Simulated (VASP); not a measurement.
# Mo (I4/mmm) in VASP: further runs

Runs on Mo. Level: r2SCAN. Tasks: single point.

Everything below comes from runs of VASP 6.6.1. Logs are shortened: lines on timing, memory, paths and dates and some standing lists are left out, and cuts for length are marked.

## 1. The cell of the first run

It takes space group I4/mmm (No. 139, tetragonal). Conventional cell: a = 3.131 Å, b = 3.131 Å, c = 7.473 Å, α = 90.00°, β = 90.00°, γ = 90.00°. Mo (site symmetry 4mm) has 9 Mo at 2.41 to 3.13 Å within 3.2 Å.

## 2. Single point, r2SCAN

The input, POSCAR:

```
Mo
1.0
   -1.5655690012      1.5655690012      3.7363741522
    1.5655690012     -1.5655690012      3.7363741522
    1.5655690012      1.5655690012     -3.7363741522
Mo
2
Direct
    0.8388465940      0.8388465940      0.0000000000
    0.1611534060      0.1611534060      0.0000000000
```

The input, INCAR.step1:

```
PREC = Accurate
ENCUT = 520
ISMEAR = 0
SIGMA = 0.1
LREAL = False
LASPH = True
NELM = 100
NBANDS = 21
GGA = PE
ALGO = Normal
EDIFF = 1E-4
LWAVE = True
LCHARG = False
```

The input, INCAR.step2:

```
PREC = Accurate
ENCUT = 520
EDIFF = 1E-7
ISMEAR = 0
SIGMA = 0.1
LREAL = False
LASPH = True
NELM = 100
ALGO = Normal
ISIF = 2
LWAVE = False
LCHARG = True
METAGGA = R2SCAN
LMIXTAU = True
LELF = True
LVHAR = True
NBANDS = 21
ISTART = 1
```

The input, KPOINTS:

```
Automatic mesh
0
Gamma
  24 24 24
```

Potentials or basis: VASP PAW PBE potentials, release 64 (Mo_sv).

Started as:

```bash
$ cat potpaw_PBE.64/Mo_sv/POTCAR > POTCAR
$ cp INCAR.step1 INCAR
$ mpirun -np 1 vasp_std > vasp.out
$ cp INCAR.step2 INCAR
$ mpirun -np 1 vasp_std > vasp.out
```

OUTCAR:

```text
PREC = Accurate
   ENCUT = 520
   EDIFF = 1E-7
   ISMEAR = 0
   LREAL = False
   LASPH = True
   NELM = 100
   ISIF = 2
   METAGGA = R2SCAN
   ISTART = 1

 ion  position               nearest neighbor table
   1  0.839  0.839  0.000-   2 2.41   2 2.58   2 2.58   2 2.58   2 2.58
   2  0.161  0.161  0.000-   1 2.41   1 2.58   1 2.58   1 2.58   1 2.58

  LATTYP: Found a body centered tetragonal cell.
 ALAT       =     3.1311380024
 C/A-ratio  =     2.3865918074

  Lattice vectors:

 A1 = (  -1.5655690012,   1.5655690012,   3.7363741522)
 A2 = (   1.5655690012,  -1.5655690012,   3.7363741522)
 A3 = (   1.5655690012,   1.5655690012,  -3.7363741522)

Analysis of symmetry for initial positions (statically):
=====================================================================
 Subroutine PRICEL returns:
 Original cell was already a primitive cell.

 Routine SETGRP: Setting up the symmetry group for a
 body centered tetragonal supercell.

 Subroutine GETGRP returns: Found 16 space group operations
 (whereof 16 operations were pure point group operations)
 out of a pool of 16 trial point group operations.

The static configuration has the point symmetry D_4h.

Analysis of symmetry for dynamics (positions and initial velocities):
=====================================================================
 Subroutine PRICEL returns:
 Original cell was already a primitive cell.

 Routine SETGRP: Setting up the symmetry group for a
 body centered tetragonal supercell.

 Subroutine GETGRP returns: Found 16 space group operations
 (whereof 16 operations were pure point group operations)
 out of a pool of 16 trial point group operations.

The dynamic configuration has the point symmetry D_4h.

 Subroutine INISYM returns: Found 16 space group operations
 (whereof 16 operations are pure point group operations),
 and found     1 'primitive' translations

----------------------------------------------------------------------------------------

                                     Primitive cell

  volume of cell :      36.6315

  direct lattice vectors                    reciprocal lattice vectors
    -1.565569001  1.565569001  3.736374152     0.000000000  0.319372701  0.133819575
[... 74 lines left out ...]
   NGX,Y,Z   is equivalent  to a cutoff of  12.25, 12.25, 12.25 a.u.
   NGXF,Y,Z  is equivalent  to a cutoff of  24.50, 24.50, 24.50 a.u.
 SYSTEM =  unknown system
   PREC   = accura    normal or accurate (medium, high low for compatibility)
   ISTART =      1    job   : 0-new  1-cont  2-samecut
   ICHARG =      0    charge: 1-file 2-atom 10-const
   ISPIN  =      1    spin polarized calculation?
   LNONCOLLINEAR =      F non collinear calculations
   LSORBIT =      F    spin-orbit coupling
   LASPH  =      T    aspherical Exc in radial PAW
   ENCUT  =  520.0 eV  38.22 Ry    6.18 a.u.   8.08  8.08  8.08*2*pi/ulx,y,z
   NELM   =    100;   NELMIN=  2; NELMDL=  0     # of ELM steps
   EDIFF  = 0.1E-06   stopping-criterion for ELM
   LREAL  =      F    real-space projection
   EDIFFG = 0.1E-05   stopping-criterion for IOM
   NSW    =      0    number of steps for IOM
   IBRION =     -1    ionic relax: 0-MD 1-quasi-New 2-CG
   NFREE  =      0    steps in history (QN), initial steepest desc. (CG)
   ISIF   =      2    stress and relaxation
   ISYM   =      2    0-nonsym 1-usesym 2-fastsym
   POTIM  = 0.5000    time-step for ionic-motion
   TEBEG  =    0.0;   TEEND  =   0.0 temperature during run
   PSTRESS=    0.0 pullay stress
   NELECT =      28.0000    total number of electrons
   NUPDOWN=      -1.0000    fix difference up-down
   EMIN   =  10.00;   EMAX   =-10.00  energy-range for DOS
   EFERMI =   0.00;   METHOD = LEGACY
   ISMEAR =     0;   SIGMA  =   0.10  broadening in eV -4-tet -1-fermi 0-gaus
   EFERMI_NEDOS =   21; number of points for ismear=-14 and -15
   IALGO  =     38    algorithm
   IMIX   =      4    mixing-type and parameters
     AMIX     =   0.40;   BMIX     =  1.00
     AMIX_MAG =   1.60;   BMIX_MAG =  1.00
  volume/ion in A,a.u.               =      18.32       123.60
  Fermi-wavevector in a.u.,A,eV,Ry     =   1.496842  2.828621 30.484336  2.240536
  Thomas-Fermi vector in A             =   2.608806
   LORBIT       =      0    0 simple, 1 ext, 2 COOP (PROOUT), +10 PAW based schemes
   METAGGA = R2SCAN    functional components
   LHFCALC =     F    Hartree Fock is set to
   AEXX    =    0.0000 exact exchange contribution
   IVDW    =     0    specifies the selected vdW correction
   LEPSILON=     F    determine dielectric tensor
   LRPA    =     F    only Hartree local field effects (RPA)
 non-spin polarized calculation
 Gauss-broadening in eV      SIGMA  =   0.10
  energy-cutoff  :      520.00
  volume of cell :       36.63
 maximum number of plane-waves:      1004
   NGX = 17   NGY = 17   NGZ = 17

 number of electron      28.0000001 magnetization

 Free energy of the ion-electron system (eV)
  ---------------------------------------------------
  ext. energy  EPLUGINS =         0.00000000
  ---------------------------------------------------
  free energy    TOTEN  =       -50.17525917 eV

  energy without entropy =      -50.16909732  energy(sigma->0) =      -50.17217824

 E-fermi :   9.8684     XC(G=0): -13.2369

 val. band max:        9.8654738127   @ k =   0.5000   0.5000   0.1667
 cond. band min:       9.8695307337   @ k =  -0.0833   0.1250   0.0833
 fundamental gap:      0.0040569211
 Fermi energy:         9.8684272870

 k-point     1 :       0.0000    0.0000    0.0000
  band No.  band energies     occupation
      1     -52.8939      2.00000
      2     -52.2004      2.00000
      3     -27.0365      2.00000
      4     -26.2154      2.00000
      5     -26.2154      2.00000
      6     -25.4429      2.00000
[... 565 lines left out ...]
     20      15.2581      0.00000
     21      15.7227      0.00000

 [... further k-points ...]
[... 5 lines left out ...]
  --------------------------------------------------------------------------------------
  -------------------------------------------------------------------------------------
  Total        0.1911315      0.1911315      0.3137532      0.0000000      0.0000000      0.0000000
  in kB        8.3596509      8.3596509     13.7228385      0.0000000      0.0000000      0.0000000
  external PRESSURE =      10.1473801 kB  Pullay stress =       0.0000000 kB

 VOLUME and BASIS-vectors are now :
 -----------------------------------------------------------------------------
  energy-cutoff  :      520.00
  volume of cell :       36.63
      direct lattice vectors                 reciprocal lattice vectors
    -1.565569001  1.565569001  3.736374152     0.000000000  0.319372701  0.133819575
     1.565569001 -1.565569001  3.736374152     0.319372701  0.000000000  0.133819575
     1.565569001  1.565569001 -3.736374152     0.319372701  0.319372701  0.000000000

 POSITION                                       TOTAL-FORCE (eV/Angst)
 -----------------------------------------------------------------------------------
      0.00000      0.00000      6.26849        -0.000000     -0.000000     -0.018309
      0.00000      0.00000      1.20426         0.000000      0.000000      0.018309
 -----------------------------------------------------------------------------------
    total drift:                                0.000000      0.000000     -0.000000

  FREE ENERGIE OF THE ION-ELECTRON SYSTEM (eV)
  ---------------------------------------------------
  free  energy   TOTEN  =       -50.1752591664 eV

  energy  without entropy=      -50.1690973186  energy(sigma->0) =      -50.17217824
```

Wall time 16 min (1 thread of Intel Xeon 6975P-C (Granite Rapids), shared host); peak memory 0.7 GiB.

Results:

```
Free energy            : -50.1753 eV
Pressure               : 1.0 GPa
Largest force          : 0.018 eV/Å
Band gap on the k mesh : zero (bands 14 and 15 overlap by 0.94 eV)
```

Forces on the atoms (eV/Å):
```
Mo   0.000  0.000 -0.018
Mo   0.000  0.000  0.018
```

Stress tensor (GPa, compression positive):
```
0.84 0.00 0.00
0.00 0.84 0.00
0.00 0.00 1.37
```

Caveat: the PAW data sets were made with another functional, which shifts forces and pressure a little.

## 3. Single point, r2SCAN

This run uses another cell than the first one: it holds 1 atom, not 2.

The input, POSCAR:

```
Mo
1.0
   -1.3080798525      1.3080798525      2.3360150333
    1.3080798525     -1.3080798525      2.3360150333
    1.3080798525      1.3080798525     -2.3360150333
Mo
1
Direct
    0.0000000000      0.0000000000      0.0000000000
```

The input, INCAR.step1:

```
SYSTEM = Mo
  ALGO = Normal
  EDIFF = 1E-4
  ENCUT = 520
  GGA = PE
  ISMEAR = 0
  LASPH = .True.
  LCHARG = .False.
  LREAL = .False.
  LWAVE = .True.
  NBANDS = 13
  NELM = 80
  PREC = Accurate
  SIGMA = 0.1
```

The input, INCAR.step2:

```
SYSTEM = Mo
  ALGO = Normal
  EDIFF = 1E-6
  ENCUT = 520
  ISIF = 2
  ISMEAR = 0
  ISTART = 1
  LASPH = .True.
  LCHARG = .False.
  LMIXTAU = .True.
  LREAL = .False.
  LWAVE = .False.
  METAGGA = R2SCAN
  NBANDS = 13
  NELM = 80
  PREC = Accurate
  SIGMA = 0.1
```

The input, KPOINTS:

```
k-points
0
Gamma
  22 22 22
  0 0 0
```

Potentials or basis: VASP PAW PBE potentials, release 64 (Mo_sv).

Started as:

```bash
$ cat potpaw_PBE.64/Mo_sv/POTCAR > POTCAR
$ cp INCAR.step1 INCAR
$ mpirun -np 1 vasp_std > vasp.out
$ cp INCAR.step2 INCAR
$ mpirun -np 1 vasp_std > vasp.out
```

OUTCAR:

```text
SYSTEM = Mo
   EDIFF = 1E-6
   ENCUT = 520
   ISIF = 2
   ISMEAR = 0
   ISTART = 1
   LASPH = .True.
   LREAL = .False.
   METAGGA = R2SCAN
   NELM = 80
   PREC = Accurate

 ion  position               nearest neighbor table
   1  0.000  0.000  0.000-

  LATTYP: Found a body centered tetragonal cell.
 ALAT       =     2.6161597050
 C/A-ratio  =     1.7858351911

  Lattice vectors:

 A1 = (  -1.3080798525,   1.3080798525,   2.3360150333)
 A2 = (   1.3080798525,  -1.3080798525,   2.3360150333)
 A3 = (   1.3080798525,   1.3080798525,  -2.3360150333)

Analysis of symmetry for initial positions (statically):
=====================================================================
 Subroutine PRICEL returns:
 Original cell was already a primitive cell.

 Routine SETGRP: Setting up the symmetry group for a
 body centered tetragonal supercell.

 Subroutine GETGRP returns: Found 16 space group operations
 (whereof 16 operations were pure point group operations)
 out of a pool of 16 trial point group operations.

The static configuration has the point symmetry D_4h.

[... 162 lines left out ...]
 cond. band min:      12.2064309883   @ k =   0.3182   0.0909   0.0455
 fundamental gap:      0.0040588815
 Fermi energy:        12.2052203599

 k-point     1 :       0.0000    0.0000    0.0000
  band No.  band energies     occupation
      1     -50.9961      2.00000
      2     -23.7227      2.00000
      3     -23.3554      2.00000
      4     -23.3554      2.00000
      5       4.6517      2.00000
      6       8.9905      2.00000
      7      11.2596      2.00000
      8      12.4857      0.00007
      9      12.4857      0.00007
     10      15.8664      0.00000
     11      26.2193      0.00000
     12      26.8904      0.00000
     13      33.9360      0.00000
[... 354 lines left out ...]
  band No.  band energies     occupation
      1     -50.7107      2.00000
      2     -25.0006      2.00000
      3     -23.9397      2.00000
      4     -23.3532      2.00000
      5       6.9712      2.00000
      6       9.6351      2.00000
      7      12.1362      1.67127
      8      13.0300      0.00000
      9      15.5417      0.00000
     10      16.1996      0.00000
     11      24.1263      0.00000
     12      25.1242      0.00000
     13      32.1520      0.00000

 [... further k-points ...]
[... 5 lines left out ...]
  --------------------------------------------------------------------------------------
  -------------------------------------------------------------------------------------
  Total        0.1161165      0.1161165      0.0834725      0.0000000     -0.0000000      0.0000000
  in kB       11.6359081     11.6359081      8.3646933      0.0000000     -0.0000000      0.0000000
  external PRESSURE =      10.5455031 kB  Pullay stress =       0.0000000 kB

 VOLUME and BASIS-vectors are now :
 -----------------------------------------------------------------------------
  energy-cutoff  :      520.00
  volume of cell :       15.99
      direct lattice vectors                 reciprocal lattice vectors
    -1.308079852  1.308079852  2.336015033     0.000000000  0.382239661  0.214039718
     1.308079852 -1.308079852  2.336015033     0.382239661  0.000000000  0.214039718
     1.308079852  1.308079852 -2.336015033     0.382239661  0.382239661  0.000000000

 POSITION                                       TOTAL-FORCE (eV/Angst)
 -----------------------------------------------------------------------------------
      0.00000      0.00000      0.00000        -0.000000      0.000000     -0.000000
 -----------------------------------------------------------------------------------
    total drift:                                0.000000      0.000000     -0.000000

  FREE ENERGIE OF THE ION-ELECTRON SYSTEM (eV)
  ---------------------------------------------------
  free  energy   TOTEN  =       -25.7310294400 eV

  energy  without entropy=      -25.7268124607  energy(sigma->0) =      -25.72892095
```

OUTCAR.step1:

```text
SYSTEM = Mo
   EDIFF = 1E-4
   ENCUT = 520
   GGA = PE
   ISMEAR = 0
   LASPH = .True.
[... 603 lines left out ...]
 -----------------------------------------------------------------------------------
      0.00000      0.00000      0.00000         0.000000     -0.000000      0.000000
 -----------------------------------------------------------------------------------
    total drift:                                0.000000      0.000000     -0.000000

  FREE ENERGIE OF THE ION-ELECTRON SYSTEM (eV)
  ---------------------------------------------------
  free  energy   TOTEN  =       -10.6056230833 eV

  energy  without entropy=      -10.6010809263  energy(sigma->0) =      -10.60335200
```

It took 11 min on 1 thread of Intel Xeon 8259CL, shared host; peak memory 0.28 GiB.

What came out:

- Free energy: -25.7310 eV
- Pressure: 1.1 GPa
- Band gap on the k mesh: zero (bands 7 and 8 overlap by 3.16 eV)

Stress tensor (GPa, compression positive):
```
1.16 0.00 0.00
0.00 1.16 0.00
0.00 0.00 0.84
```

Caveat: the PAW data sets were made with another functional, which shifts forces and pressure a little.
